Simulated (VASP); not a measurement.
# TiCo (Pm-3m) in VASP: single point with PBEsol

Aim: the single point of TiCo with PBEsol.

All numbers are computed with VASP 6.6.1; they aren't measurements. Logs are shortened: lines on timing, memory, paths and dates and some standing lists are left out, and cuts for length are marked.

## 1. The cell of the first run

It takes space group Pm-3m (No. 221, cubic). The conventional cell has a = 2.837 Å, b = 2.837 Å, c = 2.837 Å, α = 90.00°, β = 90.00°, γ = 90.00°. Ti (site symmetry m-3m) has 8 Co at 2.46 Å and 6 Ti at 2.84 Å within 3.2 Å. Within 3.2 Å of Co (site symmetry m-3m) lie 8 Ti at 2.46 Å and 6 Co at 2.84 Å.

## 2. Single point, PBEsol, collinear spin, ferromagnetic start (strain -0.050 along x and y, -0.050 along z)

File INCAR:

```
PREC = Accurate ; ENCUT = 690
EDIFF = 1E-6 ; ISMEAR = 0
SIGMA = 0.15 ; LREAL = False
LASPH = True ; NELM = 200
ALGO = Normal ; ISIF = 2
LWAVE = False ; LCHARG = True
ISPIN = 2 ; MAGMOM = 0 0.4
LORBIT = 11 ; LMAXMIX = 4
GGA = PS ; LELF = True
LVHAR = True ; NBANDS = 26
GGA_COMPAT = False
```

File KPOINTS:

```
regular mesh
0
Gamma
  16 16 16
```

File POSCAR:

```
TiCo
1.0
    2.8368054405      0.0000000000      0.0000000000
    0.0000000000      2.8368054405      0.0000000000
    0.0000000000      0.0000000000      2.8368054405
Ti Co
1 1
Direct
    0.0000000000      0.0000000000      0.0000000000
    0.5000000000      0.5000000000      0.5000000000
```

Potentials or basis: VASP PAW PBE potentials, release 64 (Ti_sv, Co_sv).

Launch:

```
> cat potpaw_PBE.64/Ti_sv/POTCAR potpaw_PBE.64/Co_sv/POTCAR > POTCAR
> mpirun -np 1 vasp_std > vasp.out
```

OUTCAR:

```text
PREC = Accurate
   ENCUT = 690
   EDIFF = 1E-6
   ISMEAR = 0
   LREAL = False
   LASPH = True
   NELM = 200
   ISIF = 2
   ISPIN = 2
   LORBIT = 11
   GGA = PS

 ion  position               nearest neighbor table
   1  0.000  0.000  0.000-   2 2.46   2 2.46   2 2.46   2 2.46   2 2.46   2 2.46   2 2.46   2 2.46

   2  0.500  0.500  0.500-   1 2.46   1 2.46   1 2.46   1 2.46   1 2.46   1 2.46   1 2.46   1 2.46

  LATTYP: Found a simple cubic cell.
 ALAT       =     2.8368054405

  Lattice vectors:

 A1 = (   2.8368054405,   0.0000000000,   0.0000000000)
 A2 = (   0.0000000000,   2.8368054405,   0.0000000000)
 A3 = (   0.0000000000,   0.0000000000,   2.8368054405)

Analysis of symmetry for initial positions (statically):
=====================================================================
 Subroutine PRICEL returns:
 Original cell was already a primitive cell.

 Routine SETGRP: Setting up the symmetry group for a
 simple cubic supercell.

 Subroutine GETGRP returns: Found 48 space group operations
 (whereof 48 operations were pure point group operations)
 out of a pool of 48 trial point group operations.

The static configuration has the point symmetry O_h .

Analysis of symmetry for dynamics (positions and initial velocities):
=====================================================================
 Subroutine PRICEL returns:
 Original cell was already a primitive cell.

 Routine SETGRP: Setting up the symmetry group for a
 simple cubic supercell.

 Subroutine GETGRP returns: Found 48 space group operations
 (whereof 48 operations were pure point group operations)
 out of a pool of 48 trial point group operations.

The dynamic configuration has the point symmetry O_h .

Analysis of structural, dynamic, and magnetic symmetry:
=====================================================================
 Subroutine PRICEL returns:
 Original cell was already a primitive cell.

 Routine SETGRP: Setting up the symmetry group for a
 simple cubic supercell.

 Subroutine GETGRP returns: Found 48 space group operations
 (whereof 48 operations were pure point group operations)
 out of a pool of 48 trial point group operations.

The overall configuration has the point symmetry O_h .

 Subroutine INISYM returns: Found 48 space group operations
 (whereof 48 operations are pure point group operations),
 and found     1 'primitive' translations

----------------------------------------------------------------------------------------

                                     Primitive cell

  volume of cell :      22.8291
[... 106 lines left out ...]
   IALGO  =     38    algorithm
   IMIX   =      4    mixing-type and parameters
     AMIX     =   0.40;   BMIX     =  1.00
     AMIX_MAG =   1.60;   BMIX_MAG =  1.00
  volume/ion in A,a.u.               =      11.41        77.03
  Fermi-wavevector in a.u.,A,eV,Ry     =   1.773010  3.350504 42.770810  3.143566
  Thomas-Fermi vector in A             =   2.839289
   LORBIT       =     11    0 simple, 1 ext, 2 COOP (PROOUT), +10 PAW based schemes
   GGA     = PS    functional components
   LHFCALC =     F    Hartree Fock is set to
   AEXX    =    0.0000 exact exchange contribution
   IVDW    =     0    specifies the selected vdW correction
   LEPSILON=     F    determine dielectric tensor
   LRPA    =     F    only Hartree local field effects (RPA)
 spin polarized calculation
 Gauss-broadening in eV      SIGMA  =   0.15
  energy-cutoff  :      690.00
  volume of cell :       22.83
 maximum number of plane-waves:       968
   NGX = 13   NGY = 13   NGZ = 13

 number of electron      28.9999968 magnetization       0.1666160

 Free energy of the ion-electron system (eV)
  ---------------------------------------------------
  ext. energy  EPLUGINS =         0.00000000
  ---------------------------------------------------
  free energy    TOTEN  =       -16.80922828 eV

  energy without entropy =      -16.78112282  energy(sigma->0) =      -16.79517555

 E-fermi :  12.7263     XC(G=0): -13.8259

 val. band max:       12.7213858349   @ k =   0.4375   0.1250   0.0000
 cond. band min:      12.7305981596   @ k =   0.3125   0.1250   0.0000
 fundamental gap:      0.0092123248
 Fermi energy:        12.7262547262

 spin component 1

 k-point     1 :       0.0000    0.0000    0.0000
  band No.  band energies     occupation
      1     -82.3403      1.00000
      2     -45.7560      1.00000
      3     -45.7560      1.00000
      4     -45.7560      1.00000
      5     -43.9984      1.00000
      6     -20.1270      1.00000
[... 685 lines left out ...]
     25      31.5008      0.00000
     26      32.8997      0.00000

 [... further k-points ...]

 spin component 2

 k-point     1 :       0.0000    0.0000    0.0000
  band No.  band energies     occupation
      1     -82.1506      1.00000
      2     -45.5712      1.00000
      3     -45.5712      1.00000
      4     -45.5712      1.00000
      5     -43.9896      1.00000
      6     -20.1181      1.00000
[... 685 lines left out ...]
     25      31.5228      0.00000
     26      32.8970      0.00000

 [... further k-points ...]
[... 5 lines left out ...]
  --------------------------------------------------------------------------------------
  -------------------------------------------------------------------------------------
  Total        3.3156379      3.3156379      3.3156379      0.0000000     -0.0000000      0.0000000
  in kB      232.6960596    232.6960596    232.6960596      0.0000000     -0.0000000      0.0000000
  external PRESSURE =     232.6960596 kB  Pullay stress =       0.0000000 kB

 VOLUME and BASIS-vectors are now :
 -----------------------------------------------------------------------------
  energy-cutoff  :      690.00
  volume of cell :       22.83
      direct lattice vectors                 reciprocal lattice vectors
     2.836805441  0.000000000  0.000000000     0.352509194  0.000000000  0.000000000
     0.000000000  2.836805441  0.000000000     0.000000000  0.352509194  0.000000000
     0.000000000  0.000000000  2.836805441     0.000000000  0.000000000  0.352509194

 POSITION                                       TOTAL-FORCE (eV/Angst)
 -----------------------------------------------------------------------------------
      0.00000      0.00000      0.00000         0.000000      0.000000      0.000000
      1.41840      1.41840      1.41840         0.000000      0.000000      0.000000
 -----------------------------------------------------------------------------------
    total drift:                                0.000000      0.000000     -0.000000

  FREE ENERGIE OF THE ION-ELECTRON SYSTEM (eV)
  ---------------------------------------------------
  free  energy   TOTEN  =       -16.8092282777 eV

  energy  without entropy=      -16.7811228219  energy(sigma->0) =      -16.79517555

 total charge

# of ion       s       p       d       tot
------------------------------------------
    1        2.288   6.240   2.020  10.548
    2        2.302   6.127   6.812  15.242
--------------------------------------------------
tot          4.591  12.367   8.833  25.790

 magnetization (x)

# of ion       s       p       d       tot
------------------------------------------
    1       -0.000  -0.002   0.009   0.007
    2        0.004   0.000   0.155   0.160
--------------------------------------------------
tot          0.004  -0.001   0.164   0.166
```

OSZICAR:

```text
N       E                     dE             d eps       ncg     rms          rms(c)
DAV:   1     0.443830167785E+03    0.44383E+03   -0.17933E+04 21560   0.296E+03
DAV:   2     0.127152274150E+02   -0.43111E+03   -0.40739E+03 23606   0.750E+02
DAV:   3    -0.181825229999E+02   -0.30898E+02   -0.30080E+02 24642   0.193E+02
[... 11 lines left out ...]
DAV:  15    -0.168092013731E+02   -0.56465E-05   -0.18116E-05 17026   0.309E-02    0.177E-02
DAV:  16    -0.168092094248E+02   -0.80517E-05   -0.44008E-05 25538   0.443E-02    0.177E-02
DAV:  17    -0.168092119692E+02   -0.25444E-05   -0.67107E-06 14468   0.182E-02    0.170E-02
DAV:  18    -0.168092173441E+02   -0.53749E-05   -0.76566E-04 25950   0.196E-01    0.104E-02
DAV:  19    -0.168092273758E+02   -0.10032E-04   -0.17606E-05 18570   0.266E-02    0.526E-03
DAV:  20    -0.168092282777E+02   -0.90187E-06   -0.14518E-06  9544   0.104E-02
   1 F= -.16809228E+02 E0= -.16795176E+02  d E =-.281055E-01  mag=     0.1614
```

Wall time 3.8 min (1 thread of Intel Xeon Platinum 8259CL at 2.50GHz (Skylake/Cascade Lake), shared host); peak memory 0.32 GiB.

What came out:

| Quantity | Value |
| --- | --- |
| Free energy | -16.8092 eV |
| Pressure | 23.3 GPa |
| Net moment | 0.17 μB per cell |
| Site moments | Ti +0.01; Co +0.16 μB |
| Valence electrons inside the program's atomic spheres | Ti 10.55; Co 15.24 |

Caveat: the cell differs from its parent crystal (strain -0.050 along x and y, -0.050 along z); the cell stands under pressure; the PAW data sets were made with another functional, which shifts forces and pressure a little.
